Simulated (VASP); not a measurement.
A run of VASP 6.6.1:

INCAR

```
SYSTEM = Ta
ALGO = Normal
EDIFF = 1E-6
ENCUT = 520
GGA = PS
ISIF = 2
ISMEAR = -1
LASPH = .True.
LCHARG = .False.
LREAL = .False.
LWAVE = .False.
NBANDS = 12
NELM = 100
PREC = Accurate
SIGMA = 0.08
```

The input KPOINTS:

```
k-points
0
Gamma
  17 17 17
  0 0 0
```

The input POSCAR:

```
Ta
1.0
   -1.6512800000      1.6512800000      1.6347672000
    1.6512800000     -1.6512800000      1.6347672000
    1.6512800000      1.6512800000     -1.6347672000
Ta
1
Direct
    0.0000000000      0.0000000000      0.0000000000
```

Potentials or basis: VASP PAW PBE potentials, release 64 (Ta_pv).

Command:

```console
$ cat potpaw_PBE.64/Ta_pv/POTCAR > POTCAR
$ mpirun -np 1 vasp_std > vasp.out
```

Hardware: 1 thread of Intel(R) Xeon(R) Platinum 8488C (Sapphire Rapids) (shared host).

Task: How long does it take, and how much memory?

Result: Wall time 35 s on 1 thread of Intel(R) Xeon(R) Platinum 8488C (Sapphire Rapids) (shared host), peak memory 0.2 GiB. Counts: scf iterations 11, k points 405.
